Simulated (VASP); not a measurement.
Mn, 2 atoms in the cell. The structure is hexagonal, space group P6_3/mmc (No. 194). The conventional cell has a = 2.070 Å, b = 2.070 Å, c = 3.348 Å, α = 90.00°, β = 90.00°, γ = 120.00°. Within 2.7 Å of Mn (site symmetry -6m2) lie 12 Mn at 2.06 to 2.07 Å. This isn't the form of Mn at room conditions, which is a 58-atom cubic cell.

| Item | Value |
| --- | --- |
| Program | VASP 6.6.1 |
| Task | relaxation of shape and atoms at fixed volume |
| Functional | PBE |
| Potentials or basis | VASP PAW PBE potentials, release 64 (Mn_pv) |
| Cutoff | 600 eV |
| k mesh | 17 × 17 × 9 |
| Occupations | fermi-dirac, width 0.05 eV |
| Spin | no spin polarisation |
| Dipole correction | no |
| Further INCAR settings | ALGO = Normal; EDIFF = 1e-07; IBRION = 2; EDIFFG = -0.005; NSW = 50; ISIF = 4 |

Potentials or basis: VASP PAW PBE potentials, release 64 (Mn_pv).

Launch:

```sh
$ cat potpaw_PBE.64/Mn_pv/POTCAR > POTCAR
$ mpirun -np 1 vasp_std > vasp.out
```

Hardware: 1 thread of AMD EPYC 7R13 Processor (Zen 3), on a shared host.

Q: Estimate the wall time of this run.

A: Wall time 76 s on 1 thread of AMD EPYC 7R13 Processor (Zen 3), with other jobs on the host, peak memory 0.12 GiB. Counts: scf iterations 30, k points 165, ion steps 3.
